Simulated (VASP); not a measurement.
# Be (P1) in VASP: single point with PBE

Aim: the single point of Be with PBE.

Program: VASP 6.6.1. These are calculated values, not measurements. Logs are shortened: lines on timing, memory, paths and dates and some standing lists are left out, and cuts for length are marked.

### 1 The cell of the first run

The typed cell holds 8 atoms: a = 4.052 Å, b = 4.054 Å, c = 4.053 Å, α = 84.44°, β = 95.56°, γ = 84.43°.

### 2 Single point, PBE

The input, INCAR:

```
SYSTEM = Be
  ALGO = Normal
  EDIFF = 1E-7
  ENCUT = 520
  GGA = PE
  ISIF = 2
  ISMEAR = 0
  LASPH = .TRUE.
  LCHARG = .FALSE.
  LREAL = .FALSE.
  LWAVE = .FALSE.
  NBANDS = 18
  NELM = 100
  PREC = Accurate
  SIGMA = 0.2
```

The input, KPOINTS:

```
k-points
0
G
  6 6 6
  0 0 0
```

The input, POSCAR:

```
Be
1.0
    0.1962055427     -0.1937355926      4.0431039998
    4.0434002588      0.1996935923      0.2075720400
    0.2045073551      4.0428992793     -0.2097549843
Be
8
Direct
    0.1873995405      0.3705673737      0.3705644811
    0.6873904564      0.2575580800      0.2573555040
   -0.0579007844      0.3080886331      0.8169255988
    0.4953723933      0.0626833899      0.7544520649
   -0.1204410212      0.7544214768      0.0624208591
    0.4334862493      0.8166652268      0.3084040491
   -0.0078269288      0.8672916977      0.5624980796
    0.3825200947      0.5627241220      0.8673793634
```

Potentials or basis: VASP PAW PBE potentials, release 64 (Be).

On the command line:

```console
> cat potpaw_PBE.64/Be/POTCAR > POTCAR
> mpirun -np 1 vasp_std > vasp.out
```

OUTCAR:

```text
SYSTEM = Be
   EDIFF = 1E-7
   ENCUT = 520
   GGA = PE
   ISIF = 2
   ISMEAR = 0
   LASPH = .TRUE.
   LREAL = .FALSE.
   NELM = 100
   PREC = Accurate

 ion  position               nearest neighbor table
   1  0.187  0.371  0.371-   4 2.12   5 2.12   2 2.14   2 2.14   3 2.15   6 2.15   7 2.32   8 2.32
                             8 2.35   7 2.35
   2  0.687  0.258  0.257-   8 2.12   7 2.12   1 2.14   1 2.14   3 2.15   6 2.15   5 2.32   4 2.32
                             4 2.35   5 2.35
   3  0.942  0.308  0.817-   8 2.15   2 2.15   7 2.15   1 2.15   5 2.15   4 2.15
   4  0.495  0.063  0.754-   1 2.12   5 2.12   8 2.14   8 2.14   6 2.15   3 2.15   7 2.32   2 2.32
                             2 2.35   7 2.35
   5  0.880  0.754  0.062-   1 2.12   4 2.12   7 2.14   7 2.14   6 2.15   3 2.15   8 2.32   2 2.32
                             8 2.35   2 2.35
   6  0.433  0.817  0.308-   2 2.15   8 2.15   7 2.15   5 2.15   4 2.15   1 2.15
   7  0.992  0.867  0.562-   8 2.12   2 2.12   5 2.14   5 2.14   3 2.15   6 2.15   1 2.32   4 2.32
                             4 2.35   1 2.35
   8  0.383  0.563  0.867-   7 2.12   2 2.12   4 2.14   4 2.14   3 2.15   6 2.15   5 2.32   1 2.32
                             5 2.35   1 2.35

  LATTYP: Found a triclinic cell.
 ALAT       =     4.0524955334
 B/A-ratio  =     1.4814436868
 C/A-ratio  =     1.0002476429
 COS(alpha) =     0.0000198199
 COS(beta)  =     0.0968655176
 COS(gamma) =     0.7405301142

  Lattice vectors:

 A1 = (  -0.1962055427,   0.1937355926,  -4.0431039998)
 A2 = (  -4.2396058015,  -0.0059579997,  -4.2506760398)
 A3 = (   0.2045073551,   4.0428992793,  -0.2097549843)

Analysis of symmetry for initial positions (statically):
=====================================================================
 Subroutine PRICEL returns:
 Original cell was already a primitive cell.

 Routine SETGRP: Setting up the symmetry group for a
 triclinic supercell.

 Subroutine GETGRP returns: Found  1 space group operations
 (whereof  1 operations were pure point group operations)
 out of a pool of  2 trial point group operations.

The static configuration has the point symmetry C_1 .

Analysis of symmetry for dynamics (positions and initial velocities):
=====================================================================
 Subroutine PRICEL returns:
 Original cell was already a primitive cell.

 Routine SETGRP: Setting up the symmetry group for a
 triclinic supercell.

 Subroutine GETGRP returns: Found  1 space group operations
 (whereof  1 operations were pure point group operations)
 out of a pool of  2 trial point group operations.

The dynamic configuration has the point symmetry C_1 .

 Subroutine INISYM returns: Found  1 space group operations
 (whereof  1 operations are pure point group operations),
 and found     1 'primitive' translations

----------------------------------------------------------------------------------------

                                     Primitive cell

  volume of cell :      65.5823

  direct lattice vectors                    reciprocal lattice vectors
     0.196205543 -0.193735593  4.043104000    -0.013434708  0.013579469  0.248637381
     4.043400259  0.199693592  0.207572040     0.248622195 -0.013235264 -0.012699449
     0.204507355  4.042899279 -0.209754984    -0.012924151  0.248651711  0.012541967

  length of vectors
     4.052495533  4.053646425  4.053499105     0.249370088  0.249297902  0.249303045

  position of ions in fractional coordinates (direct lattice)
     0.187399541  0.370567374  0.370564481
     0.687390456  0.257558080  0.257355504
     0.942099216  0.308088633  0.816925599
     0.495372393  0.062683390  0.754452065
     0.879558979  0.754421477  0.062420859
     0.433486249  0.816665227  0.308404049
     0.992173071  0.867291698  0.562498080
     0.382520095  0.562724122  0.867379363

  ion indices of the primitive-cell ions
   primitive index   ion index
                 1           1
                 2           2
                 3           3
                 4           4
                 5           5
                 6           6
                 7           7
                 8           8

----------------------------------------------------------------------------------------

 KPOINTS: k-points

Automatic generation of k-mesh.
 Grid dimensions read from file:
 generate k-points for:    6    6    6

 Generating k-lattice:

  Cartesian coordinates                     Fractional coordinates (reciprocal lattice)
    -0.002239118  0.002263245  0.041439564     0.166666667 -0.000000000  0.000000000
     0.041437033 -0.002205877 -0.002116575     0.000000000  0.166666667  0.000000000
    -0.002154025  0.041441952  0.002090328     0.000000000  0.000000000  0.166666667

  Length of vectors
     0.041561681  0.041549650  0.041550507

  Shift w.r.t. Gamma in fractional coordinates (k-lattice)
     0.000000000  0.000000000  0.000000000

 Subroutine IBZKPT returns following result:
 ===========================================

 Found    112 irreducible k-points:

 Following reciprocal coordinates:
            Coordinates               Weight
  0.000000  0.000000  0.000000      1.000000
  0.166667  0.000000  0.000000      2.000000
  0.333333  0.000000  0.000000      2.000000
  0.500000  0.000000  0.000000      1.000000
 -0.000000  0.166667  0.000000      2.000000
  0.166667  0.166667  0.000000      2.000000
[... 16 lines left out ...]
  0.333333  0.000000  0.166667      2.000000
  0.500000 -0.000000  0.166667      2.000000
 [... further k-points ...]
   k-points           NKPTS =    112   k-points in BZ     NKDIM =    112   number of bands    NBANDS=     18
   number of dos      NEDOS =    301   number of ions     NIONS =      8
   total plane-waves  NPLWV =  27000
   dimension x,y,z NGX =    30 NGY =   30 NGZ =   30
   dimension x,y,z NGXF=    60 NGYF=   60 NGZF=   60
   ions per type =               8
   NGX,Y,Z   is equivalent  to a cutoff of  12.31, 12.30, 12.30 a.u.
   NGXF,Y,Z  is equivalent  to a cutoff of  24.61, 24.61, 24.61 a.u.
 SYSTEM =  Be
   PREC   = accura    normal or accurate (medium, high low for compatibility)
   ISTART =      0    job   : 0-new  1-cont  2-samecut
   ICHARG =      2    charge: 1-file 2-atom 10-const
   ISPIN  =      1    spin polarized calculation?
   LNONCOLLINEAR =      F non collinear calculations
   LSORBIT =      F    spin-orbit coupling
   LASPH  =      T    aspherical Exc in radial PAW
   ENCUT  =  520.0 eV  38.22 Ry    6.18 a.u.   7.53  7.54  7.54*2*pi/ulx,y,z
   NELM   =    100;   NELMIN=  2; NELMDL= -5     # of ELM steps
   EDIFF  = 0.1E-06   stopping-criterion for ELM
   LREAL  =      F    real-space projection
   EDIFFG = 0.1E-05   stopping-criterion for IOM
   NSW    =      0    number of steps for IOM
   IBRION =     -1    ionic relax: 0-MD 1-quasi-New 2-CG
   NFREE  =      0    steps in history (QN), initial steepest desc. (CG)
   ISIF   =      2    stress and relaxation
   ISYM   =      2    0-nonsym 1-usesym 2-fastsym
   POTIM  = 0.5000    time-step for ionic-motion
   TEBEG  =    0.0;   TEEND  =   0.0 temperature during run
   PSTRESS=    0.0 pullay stress
   NELECT =      16.0000    total number of electrons
   NUPDOWN=      -1.0000    fix difference up-down
   EMIN   =  10.00;   EMAX   =-10.00  energy-range for DOS
   EFERMI =   0.00;   METHOD = LEGACY
   ISMEAR =     0;   SIGMA  =   0.20  broadening in eV -4-tet -1-fermi 0-gaus
   EFERMI_NEDOS =   21; number of points for ismear=-14 and -15
   IALGO  =     38    algorithm
   IMIX   =      4    mixing-type and parameters
     AMIX     =   0.40;   BMIX     =  1.00
     AMIX_MAG =   1.60;   BMIX_MAG =  1.00
  volume/ion in A,a.u.               =       8.20        55.32
  Fermi-wavevector in a.u.,A,eV,Ry     =   1.022946  1.933087 14.237376  1.046418
  Thomas-Fermi vector in A             =   2.156652
   LORBIT       =      0    0 simple, 1 ext, 2 COOP (PROOUT), +10 PAW based schemes
   GGA     = PE    functional components
   LHFCALC =     F    Hartree Fock is set to
   AEXX    =    0.0000 exact exchange contribution
   IVDW    =     0    specifies the selected vdW correction
   LEPSILON=     F    determine dielectric tensor
   LRPA    =     F    only Hartree local field effects (RPA)
 non-spin polarized calculation
 Gauss-broadening in eV      SIGMA  =   0.20
  energy-cutoff  :      520.00
  volume of cell :       65.58
 maximum number of plane-waves:      1799
   NGX = 15   NGY = 15   NGZ = 15

 number of electron      16.0000000 magnetization

 Free energy of the ion-electron system (eV)
  ---------------------------------------------------
  ext. energy  EPLUGINS =         0.00000000
  ---------------------------------------------------
  free energy    TOTEN  =       -29.84645649 eV

  energy without entropy =      -29.84092894  energy(sigma->0) =      -29.84369272

 E-fermi :   6.4564     XC(G=0): -10.4556

 val. band max:        6.2196623166   @ k =  -0.1667   0.1667   0.0000
 cond. band min:       6.4635271165   @ k =   0.3333  -0.3333   0.3333
 fundamental gap:      0.2438647999
 Fermi energy:         6.4564197237

 k-point     1 :       0.0000    0.0000    0.0000
  band No.  band energies     occupation
      1      -4.4300      2.00000
      2       1.4026      2.00000
      3       1.4038      2.00000
      4       2.7166      2.00000
      5       3.0490      2.00000
      6       3.0524      2.00000
[... 10 lines left out ...]
     17      12.9367      0.00000
     18      13.3029      0.00000

 k-point     2 :       0.1667    0.0000    0.0000
  band No.  band energies     occupation
      1      -4.2385      2.00000
      2       0.2546      2.00000
      3       1.5671      2.00000
      4       2.3651      2.00000
      5       3.1734      2.00000
      6       3.3114      2.00000
[... 10 lines left out ...]
     17      14.5459      0.00000
     18      14.5748      0.00000
[... 442 lines left out ...]
 k-point    24 :       0.5000   -0.0000    0.1667
  band No.  band energies     occupation
      1      -2.6401      2.00000
      2      -2.3908      2.00000
      3       1.3887      2.00000
      4       2.3404      2.00000
      5       2.8965      2.00000
      6       3.7551      2.00000
[... 10 lines left out ...]
     17      14.2546      0.00000
     18      14.8012      0.00000

 [... further k-points ...]
[... 5 lines left out ...]
  --------------------------------------------------------------------------------------
  -------------------------------------------------------------------------------------
  Total        0.0232585      0.0332486      0.0520209      0.0005283     -0.0000299     -0.0099010
  in kB        0.5682054      0.8122633      1.2708700      0.0129059     -0.0007303     -0.2418819
  external PRESSURE =       0.8837796 kB  Pullay stress =       0.0000000 kB

 VOLUME and BASIS-vectors are now :
 -----------------------------------------------------------------------------
  energy-cutoff  :      520.00
  volume of cell :       65.58
      direct lattice vectors                 reciprocal lattice vectors
     0.196205543 -0.193735593  4.043104000    -0.013434708  0.013579469  0.248637381
     4.043400259  0.199693592  0.207572040     0.248622195 -0.013235264 -0.012699449
     0.204507355  4.042899279 -0.209754984    -0.012924151  0.248651711  0.012541967

 POSITION                                       TOTAL-FORCE (eV/Angst)
 -----------------------------------------------------------------------------------
      1.61090      1.53585      0.75687        -0.003873     -0.007513      0.002394
      1.22891      0.95872      2.77867         0.006964      0.010579      0.002436
      1.59764      3.18175      3.70160         0.001219     -0.003648     -0.009300
      0.50494      2.96672      1.85760        -0.002387      0.006295      0.000546
      3.23577      0.23261      3.69965         0.008067      0.001089      0.000637
      3.45023      1.32595      1.85746        -0.004857      0.004421     -0.002611
      3.81651      2.25510      4.07350        -0.001619     -0.004831     -0.002119
      2.52776      3.54499      1.48144        -0.003514     -0.006393      0.008016
 -----------------------------------------------------------------------------------
    total drift:                               -0.000000     -0.000001      0.000003

  FREE ENERGIE OF THE ION-ELECTRON SYSTEM (eV)
  ---------------------------------------------------
  free  energy   TOTEN  =       -29.8464564942 eV

  energy  without entropy=      -29.8409289385  energy(sigma->0) =      -29.84369272
```

Wall time 51 s (1 thread of AMD EPYC 9R45 (Zen 5), shared host); peak memory 0.19 GiB.

Results:

```yaml
Free_energy: -29.8465 eV
Pressure: 0.1 GPa
Largest_force: 0.013 eV/Å
Band_gap_on_the_k_mesh: zero (band 8 reaches 7.36 eV, above the bottom of band 9 at 5.42 eV)
```

Forces in eV/Å, atoms in the order of the input:
```
Be  -0.004 -0.008  0.002
Be   0.007  0.011  0.002
Be   0.001 -0.004 -0.009
Be  -0.002  0.006  0.001
Be   0.008  0.001  0.001
Be  -0.005  0.004 -0.003
Be  -0.002 -0.005 -0.002
Be  -0.004 -0.006  0.008
```

Levels at points of the mesh, in eV from the Fermi level:
| k point | band 4 | band 5 | band 6 | band 7 | band 8 | band 9 | band 10 | band 11 | band 12 | band 13 |
| --- | --- | --- | --- | --- | --- | --- | --- | --- | --- | --- |
| (0.00, 0.00, 0.00) | -3.74 | -3.41 | -3.40 | -3.16 | 0.32 | 0.32 | 0.74 | 0.74 | 4.56 | 6.02 |
| (0.50, 0.00, 0.00) | -3.71 | -3.01 | -2.96 | -2.50 | -2.47 | 0.78 | 0.87 | 4.19 | 4.20 | 4.99 |
| (0.00, 0.50, 0.00) | -3.71 | -3.01 | -2.96 | -2.50 | -2.46 | 0.78 | 0.87 | 4.19 | 4.20 | 4.99 |
| (0.50, 0.50, 0.00) | -7.05 | -3.46 | -2.05 | -1.47 | -1.11 | 0.69 | 1.60 | 2.02 | 3.93 | 6.39 |
| (0.00, 0.00, 0.50) | -3.71 | -3.01 | -2.95 | -2.49 | -2.47 | 0.78 | 0.87 | 4.20 | 4.20 | 4.99 |
| (0.50, 0.00, 0.50) | -7.05 | -3.46 | -2.05 | -1.47 | -1.11 | 0.69 | 1.60 | 2.02 | 3.93 | 6.40 |
| (0.00, 0.50, 0.50) | -7.05 | -3.46 | -2.04 | -1.47 | -1.11 | 0.69 | 1.60 | 2.02 | 3.94 | 6.39 |
| (0.50, 0.50, 0.50) | -6.19 | -5.89 | -5.87 | -4.61 | -4.56 | 7.13 | 7.13 | 7.15 | 7.16 | 7.54 |
